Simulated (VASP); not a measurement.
Write the native input for VASP 6.6.1 that does the following.

```yaml
Task: single point
Functional: r2SCAN
Potentials_or_basis: VASP PAW PBE potentials, release 64 (Mg_sv, O)
Cutoff: 920 eV
k_mesh: 8 × 8 × 8
Occupations: fermi-dirac, width 0.1 eV
Spin: no spin polarisation
Dipole_correction: no
Further_INCAR_settings: ALGO = Normal; EDIFF = 1e-06; NBANDS = 15
```

Crystal: MgO.

```xyz
2
Lattice="0.0000 2.1065 2.1065 2.1065 0.0000 2.1065 2.1065 2.1065 0.0000" Properties=species:S:1:pos:R:3 pbc="T T T"
Mg    0.0000    0.0000    0.0000
O     2.1065    2.1065    2.1065
```

These files were run (other wordings do the same):

POSCAR

```
MgO
1.0
    0.0000000000      2.1065500000      2.1065500000
    2.1065500000      0.0000000000      2.1065500000
    2.1065500000      2.1065500000      0.0000000000
Mg O
1 1
Direct
    0.0000000000      0.0000000000      0.0000000000
    0.5000000000      0.5000000000      0.5000000000
```

INCAR.step1

```
PREC     = Accurate       # precision mode
ENCUT    = 920            # plane-wave cutoff, eV
ISMEAR   = -1             # smearing method
SIGMA    = 0.1            # smearing width, eV
LREAL    = F              # projectors in reciprocal space
LASPH    = T              # aspherical terms in the spheres
NELM     = 120            # most SCF steps
NBANDS   = 15             # bands
GGA      = PE             # functional
ALGO     = Normal         # electronic algorithm
EDIFF    = 1E-5           # SCF threshold, eV
LWAVE    = T              # write WAVECAR
LCHARG   = F              # write CHGCAR
GGA_COMPAT= F
```

INCAR.step2

```
PREC     = Accurate       # precision mode
ENCUT    = 920            # plane-wave cutoff, eV
EDIFF    = 1E-6           # SCF threshold, eV
ISMEAR   = -1             # smearing method
SIGMA    = 0.1            # smearing width, eV
LREAL    = F              # projectors in reciprocal space
LASPH    = T              # aspherical terms in the spheres
NELM     = 120            # most SCF steps
ALGO     = Normal         # electronic algorithm
ISIF     = 2              # what is computed and relaxed
LWAVE    = F              # write WAVECAR
LCHARG   = T              # write CHGCAR
METAGGA  = R2SCAN         # meta-GGA
LMIXTAU  = T            
LELF     = T              # ELF
LVHAR    = T            
NBANDS   = 15             # bands
ISTART   = 1            
GGA_COMPAT= F
```

KPOINTS

```
regular mesh
0
Gamma
  8 8 8
```

Potentials or basis: VASP PAW PBE potentials, release 64 (Mg_sv, O).

Run with:

```console
$ cat potpaw_PBE.64/Mg_sv/POTCAR potpaw_PBE.64/O/POTCAR > POTCAR
$ cp INCAR.step1 INCAR
$ mpirun -np 1 vasp_std > vasp.out
$ cp INCAR.step2 INCAR
$ mpirun -np 1 vasp_std > vasp.out
```

It gave:

```yaml
Pressure: -0.5 GPa
Band_gap_on_the_k_mesh: 5.64 eV
```

Caveat: the PAW data sets were made with another functional, which shifts forces and pressure a little.

Run time: 81 s on 1 thread of Intel(R) Xeon(R) Platinum 8375C CPU @ 2.90GHz (Ice Lake), with other jobs on the host, peak memory 0.17 GiB.
